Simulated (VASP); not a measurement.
# MgC8 (P6/mmm) in VASP: notebook

The runs below take MgC8 through single point, relaxation of cell and atoms, with PBE.

Program: VASP 6.6.1. These are calculated values, not measurements. Logs are shortened: lines on timing, memory, paths and dates and some standing lists are left out, and cuts for length are marked.

### 1 The cell of the first run

It takes space group P6/mmm (No. 191, hexagonal). The conventional cell has a = 5.995 Å, b = 5.995 Å, c = 3.845 Å, α = 90.00°, β = 90.00°, γ = 120.00°. Within 2.7 Å of Mg (site symmetry 6/mmm) lie 6 C at 2.05 Å. C (site symmetry m2m) has 5 C at 1.90 to 2.05 Å and 1 Mg at 2.05 Å within 2.5 Å. Within 2.6 Å of C (site symmetry -6m2) lie 6 C at 1.97 Å.

### 2 Single point, PBE

Input file INCAR:

```
  PREC = Accurate
  ENCUT = 520
  EDIFF = 1E-6
  ISMEAR = 0
  SIGMA = 0.1
  LREAL = F
  LASPH = T
  NELM = 100
  ALGO = Normal
  ISIF = 2
  LWAVE = F
  LCHARG = F
  GGA = PE
  NBANDS = 27
```

Input file KPOINTS:

```
regular mesh
0
Gamma
  3 3 4
```

Input file POSCAR:

```
MgC8
1.0
    5.9953425700      0.0000000000      0.0000000000
   -2.9976712800      5.1921189700      0.0000000000
    0.0000000000      0.0000000000      3.8450196800
Mg C
1 8
Direct
    0.0000000000      0.0000000000      0.5000000000
    0.6583097000      0.0000000000      0.5000000000
    0.0000000000      0.6583097000      0.5000000000
    0.3416903000      0.3416903000      0.5000000000
    0.3416903000      0.0000000000      0.5000000000
    0.0000000000      0.3416903000      0.5000000000
    0.6583097000      0.6583097000      0.5000000000
    0.3333333300      0.6666666700      0.5000000000
    0.6666666700      0.3333333300      0.5000000000
```

Potentials or basis: VASP PAW PBE potentials, release 64 (Mg, C).

Launch:

```bash
cat potpaw_PBE.64/Mg/POTCAR potpaw_PBE.64/C/POTCAR > POTCAR
mpirun -np 1 vasp_std > vasp.out
```

OUTCAR:

```text
PREC = Accurate
   ENCUT = 520
   EDIFF = 1E-6
   ISMEAR = 0
   LREAL = F
   LASPH = T
   NELM = 100
   ISIF = 2
   GGA = PE

 ion  position               nearest neighbor table
   1  0.000  0.000  0.500-   3 2.05   6 2.05   5 2.05   2 2.05   4 2.05   7 2.05
   2  0.658  0.000  0.500-   5 1.90   9 1.97   8 1.97   7 2.05   1 2.05   6 2.05
   3  0.000  0.658  0.500-   6 1.90   8 1.97   9 1.97   1 2.05   7 2.05   5 2.05
   4  0.342  0.342  0.500-   7 1.90   8 1.97   9 1.97   5 2.05   6 2.05   1 2.05
   5  0.342  0.000  0.500-   2 1.90   8 1.97   9 1.97   4 2.05   1 2.05   3 2.05
   6  0.000  0.342  0.500-   3 1.90   9 1.97   8 1.97   1 2.05   4 2.05   2 2.05
   7  0.658  0.658  0.500-   4 1.90   9 1.97   8 1.97   2 2.05   3 2.05   1 2.05
   8  0.333  0.667  0.500-   5 1.97   3 1.97   2 1.97   6 1.97   4 1.97   7 1.97
   9  0.667  0.333  0.500-   2 1.97   6 1.97   5 1.97   3 1.97   7 1.97   4 1.97

  LATTYP: Found a hexagonal cell.
 ALAT       =     5.9953425700
 C/A-ratio  =     0.6413344417

  Lattice vectors:

 A1 = (   5.9953425700,   0.0000000000,   0.0000000000)
 A2 = (  -2.9976712800,   5.1921189700,   0.0000000000)
 A3 = (   0.0000000000,   0.0000000000,   3.8450196800)

Analysis of symmetry for initial positions (statically):
=====================================================================
 Subroutine PRICEL returns:
 Original cell was already a primitive cell.

 Routine SETGRP: Setting up the symmetry group for a
 hexagonal supercell.

 Subroutine GETGRP returns: Found 24 space group operations
 (whereof 24 operations were pure point group operations)
 out of a pool of 24 trial point group operations.

The static configuration has the point symmetry D_6h.

Analysis of symmetry for dynamics (positions and initial velocities):
=====================================================================
 Subroutine PRICEL returns:
 Original cell was already a primitive cell.

 Routine SETGRP: Setting up the symmetry group for a
 hexagonal supercell.

 Subroutine GETGRP returns: Found 24 space group operations
 (whereof 24 operations were pure point group operations)
 out of a pool of 24 trial point group operations.

The dynamic configuration has the point symmetry D_6h.

 Subroutine INISYM returns: Found 24 space group operations
 (whereof 24 operations are pure point group operations),
 and found     1 'primitive' translations

----------------------------------------------------------------------------------------

                                     Primitive cell

  volume of cell :     119.6898

  direct lattice vectors                    reciprocal lattice vectors
     5.995342570  0.000000000  0.000000000     0.166796140  0.096299796  0.000000000
    -2.997671280  5.192118970  0.000000000     0.000000000  0.192599593  0.000000000
     0.000000000  0.000000000  3.845019680     0.000000000  0.000000000  0.260076692

  length of vectors
     5.995342570  5.995342567  3.845019680     0.192599593  0.192599593  0.260076692

  position of ions in fractional coordinates (direct lattice)
     0.000000000  0.000000000  0.500000000
     0.658309700  0.000000000  0.500000000
     1.000000000  0.658309700  0.500000000
     0.341690300  0.341690300  0.500000000
     0.341690300  0.000000000  0.500000000
     1.000000000  0.341690300  0.500000000
     0.658309700  0.658309700  0.500000000
     0.333333330  0.666666670  0.500000000
     0.666666670  0.333333330  0.500000000

  ion indices of the primitive-cell ions
   primitive index   ion index
                 1           1
                 2           2
                 3           3
                 4           4
                 5           5
                 6           6
                 7           7
                 8           8
                 9           9

----------------------------------------------------------------------------------------

 KPOINTS: regular mesh

Automatic generation of k-mesh.
 Grid dimensions read from file:
 generate k-points for:    3    3    4

 Generating k-lattice:

  Cartesian coordinates                     Fractional coordinates (reciprocal lattice)
     0.055598713  0.032099932  0.000000000     0.333333333 -0.000000000  0.000000000
     0.000000000  0.064199864  0.000000000     0.000000000  0.333333333  0.000000000
     0.000000000  0.000000000  0.065019173     0.000000000  0.000000000  0.250000000

  Length of vectors
     0.064199864  0.064199864  0.065019173

  Shift w.r.t. Gamma in fractional coordinates (k-lattice)
     0.000000000  0.000000000  0.000000000

 Subroutine IBZKPT returns following result:
 ===========================================

 Found      9 irreducible k-points:

 Following reciprocal coordinates:
            Coordinates               Weight
  0.000000  0.000000  0.000000      1.000000
  0.333333  0.000000  0.000000      6.000000
  0.333333  0.333333  0.000000      2.000000
  0.000000  0.000000  0.250000      2.000000
  0.333333  0.000000  0.250000     12.000000
  0.333333  0.333333  0.250000      4.000000
  0.000000  0.000000  0.500000      1.000000
  0.333333  0.000000  0.500000      6.000000
  0.333333  0.333333  0.500000      2.000000
   k-points           NKPTS =      9   k-points in BZ     NKDIM =      9   number of bands    NBANDS=     27
   number of dos      NEDOS =    301   number of ions     NIONS =      9
   total plane-waves  NPLWV =  69120
   dimension x,y,z NGX =    48 NGY =   48 NGZ =   30
   dimension x,y,z NGXF=    96 NGYF=   96 NGZF=   60
   ions per type =               1   8
   NGX,Y,Z   is equivalent  to a cutoff of  13.31, 13.31, 12.97 a.u.
   NGXF,Y,Z  is equivalent  to a cutoff of  26.62, 26.62, 25.94 a.u.
 SYSTEM =  unknown system
   PREC   = accura    normal or accurate (medium, high low for compatibility)
   ISTART =      0    job   : 0-new  1-cont  2-samecut
   ICHARG =      2    charge: 1-file 2-atom 10-const
   ISPIN  =      1    spin polarized calculation?
   LNONCOLLINEAR =      F non collinear calculations
   LSORBIT =      F    spin-orbit coupling
   LASPH  =      T    aspherical Exc in radial PAW
   ENCUT  =  520.0 eV  38.22 Ry    6.18 a.u.  11.15 11.15  7.15*2*pi/ulx,y,z
   NELM   =    100;   NELMIN=  2; NELMDL= -5     # of ELM steps
   EDIFF  = 0.1E-05   stopping-criterion for ELM
   LREAL  =      F    real-space projection
   EDIFFG = 0.1E-04   stopping-criterion for IOM
   NSW    =      0    number of steps for IOM
   IBRION =     -1    ionic relax: 0-MD 1-quasi-New 2-CG
   NFREE  =      0    steps in history (QN), initial steepest desc. (CG)
   ISIF   =      2    stress and relaxation
   ISYM   =      2    0-nonsym 1-usesym 2-fastsym
   POTIM  = 0.5000    time-step for ionic-motion
   TEBEG  =    0.0;   TEEND  =   0.0 temperature during run
   PSTRESS=    0.0 pullay stress
   NELECT =      34.0000    total number of electrons
   NUPDOWN=      -1.0000    fix difference up-down
   EMIN   =  10.00;   EMAX   =-10.00  energy-range for DOS
   EFERMI =   0.00;   METHOD = LEGACY
   ISMEAR =     0;   SIGMA  =   0.10  broadening in eV -4-tet -1-fermi 0-gaus
   EFERMI_NEDOS =   21; number of points for ismear=-14 and -15
   IALGO  =     38    algorithm
   IMIX   =      4    mixing-type and parameters
     AMIX     =   0.40;   BMIX     =  1.00
     AMIX_MAG =   1.60;   BMIX_MAG =  1.00
  volume/ion in A,a.u.               =      13.30        89.75
  Fermi-wavevector in a.u.,A,eV,Ry     =   1.076173  2.033672 15.757563  1.158148
  Thomas-Fermi vector in A             =   2.212050
   LORBIT       =      0    0 simple, 1 ext, 2 COOP (PROOUT), +10 PAW based schemes
   GGA     = PE    functional components
   LHFCALC =     F    Hartree Fock is set to
   AEXX    =    0.0000 exact exchange contribution
   IVDW    =     0    specifies the selected vdW correction
   LEPSILON=     F    determine dielectric tensor
   LRPA    =     F    only Hartree local field effects (RPA)
 non-spin polarized calculation
 Gauss-broadening in eV      SIGMA  =   0.10
  energy-cutoff  :      520.00
  volume of cell :      119.69
 maximum number of plane-waves:      3243
 NGX is ok and might be reduce to    48
   NGX = 23   NGY = 23   NGZ = 15

 number of electron      33.9999999 magnetization

 Free energy of the ion-electron system (eV)
  ---------------------------------------------------
  ext. energy  EPLUGINS =         0.00000000
  ---------------------------------------------------
  free energy    TOTEN  =       -43.41182530 eV

  energy without entropy =      -43.39610960  energy(sigma->0) =      -43.40396745

 E-fermi :   2.2536     XC(G=0):  -9.0315

 val. band max:        2.2528171316   @ k =   0.3333   0.3333   0.5000
 cond. band min:       2.5073474622   @ k =   0.3333   0.0000   0.5000
 fundamental gap:      0.2545303305
 Fermi energy:         2.2536424928

 k-point     1 :       0.0000    0.0000    0.0000
  band No.  band energies     occupation
      1     -14.0646      2.00000
      2     -10.3169      2.00000
      3     -10.3169      2.00000
      4     -10.0635      2.00000
      5      -9.0351      2.00000
      6      -9.0351      2.00000
[... 19 lines left out ...]
     26       5.4334      0.00000
     27       5.6603      0.00000

 k-point     2 :       0.3333    0.0000    0.0000
  band No.  band energies     occupation
      1     -13.6428      2.00000
      2     -12.1562      2.00000
      3     -10.7828      2.00000
      4      -9.6454      2.00000
      5      -7.6519      2.00000
      6      -7.4286      2.00000
[... 19 lines left out ...]
     26       6.1582      0.00000
     27       6.6801      0.00000

 k-point     3 :       0.3333    0.3333    0.0000
  band No.  band energies     occupation
      1     -12.9644      2.00000
      2     -12.9644      2.00000
      3     -11.4826      2.00000
      4      -8.0322      2.00000
      5      -8.0322      2.00000
      6      -7.3894      2.00000
[... 19 lines left out ...]
     26       5.5033      0.00000
     27       6.6942      0.00000

 k-point     4 :       0.0000    0.0000    0.2500
  band No.  band energies     occupation
      1     -13.9980      2.00000
      2     -10.2670      2.00000
      3     -10.2670      2.00000
      4     -10.0129      2.00000
      5      -8.9715      2.00000
      6      -8.9715      2.00000
[... 19 lines left out ...]
     26       5.2592      0.00000
     27       6.8900      0.00000

 k-point     5 :       0.3333    0.0000    0.2500
  band No.  band energies     occupation
      1     -13.5787      2.00000
      2     -12.0973      2.00000
      3     -10.7265      2.00000
      4      -9.5780      2.00000
      5      -7.5979      2.00000
      6      -7.3795      2.00000
[... 19 lines left out ...]
     26       6.4544      0.00000
     27       7.1087      0.00000

 k-point     6 :       0.3333    0.3333    0.2500
  band No.  band energies     occupation
      1     -12.9043      2.00000
      2     -12.9043      2.00000
      3     -11.4134      2.00000
      4      -7.9793      2.00000
      5      -7.9793      2.00000
      6      -7.3260      2.00000
[... 19 lines left out ...]
     26       5.5344      0.00000
     27       7.2371      0.00000

 k-point     7 :       0.0000    0.0000    0.5000
  band No.  band energies     occupation
      1     -13.9291      2.00000
      2     -10.2156      2.00000
      3     -10.2156      2.00000
      4      -9.9609      2.00000
      5      -8.9056      2.00000
      6      -8.9056      2.00000
[... 19 lines left out ...]
     26       5.0881      0.00000
     27       7.5417      0.00000

 k-point     8 :       0.3333    0.0000    0.5000
  band No.  band energies     occupation
      1     -13.5125      2.00000
      2     -12.0365      2.00000
      3     -10.6685      2.00000
      4      -9.5081      2.00000
      5      -7.5424      2.00000
      6      -7.3289      2.00000
[... 19 lines left out ...]
     26       6.5810      0.00000
     27       7.1106      0.00000

 k-point     9 :       0.3333    0.3333    0.5000
  band No.  band energies     occupation
      1     -12.8423      2.00000
      2     -12.8423      2.00000
      3     -11.3417      2.00000
      4      -7.9250      2.00000
      5      -7.9250      2.00000
      6      -7.2595      2.00000
[... 19 lines left out ...]
     26       5.5611      0.00000
     27       7.3552      0.00000

------------------------ aborting loop because EDIFF is reached ----------------------------------------

  FORCE on cell =-STRESS in cart. coord.  units (eV):
  Direction    XX          YY          ZZ          XY          YZ          ZX
  --------------------------------------------------------------------------------------
  -------------------------------------------------------------------------------------
  Total      -10.8450723    -10.8450723      1.4062121     -0.0000000      0.0000000      0.0000000
  in kB     -145.1729921   -145.1729921     18.8236656     -0.0000001      0.0000000      0.0000000
  external PRESSURE =     -90.5074396 kB  Pullay stress =       0.0000000 kB

 VOLUME and BASIS-vectors are now :
 -----------------------------------------------------------------------------
  energy-cutoff  :      520.00
  volume of cell :      119.69
      direct lattice vectors                 reciprocal lattice vectors
     5.995342570  0.000000000  0.000000000     0.166796140  0.096299796  0.000000000
    -2.997671280  5.192118970  0.000000000     0.000000000  0.192599593  0.000000000
     0.000000000  0.000000000  3.845019680     0.000000000  0.000000000  0.260076692

 POSITION                                       TOTAL-FORCE (eV/Angst)
 -----------------------------------------------------------------------------------
      0.00000      0.00000      1.92251        -0.000000     -0.000000      0.000000
      3.94679      0.00000      1.92251        -3.473243     -0.000000     -0.000000
     -1.97340      3.41802      1.92251         1.736621     -3.007916      0.000000
      1.02428      1.77410      1.92251         1.736621      3.007916     -0.000000
      2.04855      0.00000      1.92251         3.473243     -0.000000      0.000000
     -1.02428      1.77410      1.92251        -1.736621      3.007916     -0.000000
      1.97340      3.41802      1.92251        -1.736621     -3.007916     -0.000000
     -0.00000      3.46141      1.92251        -0.000000     -0.000000      0.000000
      2.99767      1.73071      1.92251        -0.000000      0.000000      0.000000
 -----------------------------------------------------------------------------------
    total drift:                                0.000000      0.000000     -0.000000

  FREE ENERGIE OF THE ION-ELECTRON SYSTEM (eV)
  ---------------------------------------------------
  free  energy   TOTEN  =       -43.4118252968 eV

  energy  without entropy=      -43.3961096040  energy(sigma->0) =      -43.40396745
```

Wall time 37 s (1 thread of Intel Xeon Platinum 8488C (Sapphire Rapids), shared host); peak memory 0.24 GiB.

Results:

```yaml
Free_energy: -43.4118 eV
Pressure: -9.1 GPa
Largest_force: 3.473 eV/Å
Band_gap_on_the_k_mesh: zero (band 17 reaches 3.07 eV, above the bottom of band 18 at 0.99 eV)
```

Forces in eV/Å, atoms in the order of the input:
```
Mg   0.000  0.000  0.000
C   -3.473  0.000  0.000
C    1.737 -3.008  0.000
C    1.737  3.008  0.000
C    3.473  0.000  0.000
C   -1.737  3.008  0.000
C   -1.737 -3.008  0.000
C    0.000  0.000  0.000
C    0.000  0.000  0.000
```

Stress tensor (GPa, compression positive):
```
-14.52   0.00   0.00
  0.00 -14.52   0.00
  0.00   0.00   1.88
```

Levels at points of the mesh, in eV from the Fermi level:
```
           k point  band 14  band 15  band 16  band 17  band 18  band 19  band 20  band 21
(0.00, 0.00, 0.00)    -2.14    -0.65    -0.65    -0.47    -0.26    -0.26    -0.09    -0.09
(0.00, 0.00, 0.50)    -2.05    -1.54    -1.54    -1.34    -1.26    -1.26    -0.02    -0.02
```

Caveat: the k points lie up to 0.41 Å⁻¹ apart; forces of over 1 eV/Å act on the atoms, so gaps and moduli don't describe the material at rest.

### 3 Single point, PBE

This run uses another cell than the first one, of 23.44 Å³/atom, 1.762 times its volume.

Changes to INCAR since step 2:

```diff
@@ -4,3 +4,3 @@
   ISMEAR = 0
-  SIGMA = 0.1
+  SIGMA = 0.01
   LREAL = F
```

Input file KPOINTS:

```
regular mesh
0
Gamma
  6 6 8
```

Input file POSCAR:

```
MgC8
1.0
    6.3359635636      0.0000000000      0.0000000000
   -3.1679817818      5.4871054036      0.0000000000
    0.0000000000      0.0000000000      6.0675472337
Mg C
1 8
Direct
    0.0000000000      0.0000000000      0.5000000000
    0.6037316025      0.0000000000      0.5000000000
    0.0000000000      0.6037316025      0.5000000000
    0.3962683975      0.3962683975      0.5000000000
    0.3962683975      0.0000000000      0.5000000000
    0.0000000000      0.3962683975      0.5000000000
    0.6037316025      0.6037316025      0.5000000000
    0.3333333333      0.6666666667      0.5000000000
    0.6666666667      0.3333333333      0.5000000000
```

Potentials or basis: VASP PAW PBE potentials, release 64 (Mg, C).

Launch:

```bash
cat potpaw_PBE.64/Mg/POTCAR potpaw_PBE.64/C/POTCAR > POTCAR
mpirun -np 1 vasp_std > vasp.out
```

Wall time 3.9 min (1 thread of Intel Xeon Platinum 8259CL at 2.50GHz (Skylake/Cascade Lake), shared host); peak memory 0.41 GiB.

Results (log left out):

| Quantity | Value |
| --- | --- |
| Free energy | -50.6598 eV |
| Pressure | 0.1 GPa |
| Largest force | 0.109 eV/Å |
| Band gap on the k mesh | zero (band 17 reaches -0.71 eV, above the bottom of band 18 at -0.85 eV) |

Forces on the atoms (eV/Å):
```
Mg   0.000  0.000  0.000
C    0.109  0.000  0.000
C   -0.055  0.095  0.000
C   -0.055 -0.095  0.000
C   -0.109  0.000  0.000
C    0.055 -0.095  0.000
C    0.055  0.095  0.000
C    0.000  0.000  0.000
C    0.000  0.000  0.000
```

Stress tensor (GPa, compression positive):
```
0.12 0.00 0.00
0.00 0.12 0.00
0.00 0.00 0.02
```

Levels at points of the mesh, in eV from the Fermi level:
```
           k point  band 14  band 15  band 16  band 17  band 18  band 19  band 20  band 21
(0.00, 0.00, 0.00)    -2.41    -2.38    -2.38    -0.83     0.95     0.95     2.18     2.84
(0.50, 0.00, 0.00)    -2.47    -1.94    -0.25     0.12     0.48     1.55     1.98     2.50
(0.00, 0.00, 0.50)    -2.43    -2.38    -2.38    -0.86     0.96     0.96     2.08     2.70
(0.50, 0.00, 0.50)    -2.50    -1.92    -0.24     0.13     0.42     1.53     1.98     2.13
```

[end of part 1 of 2]
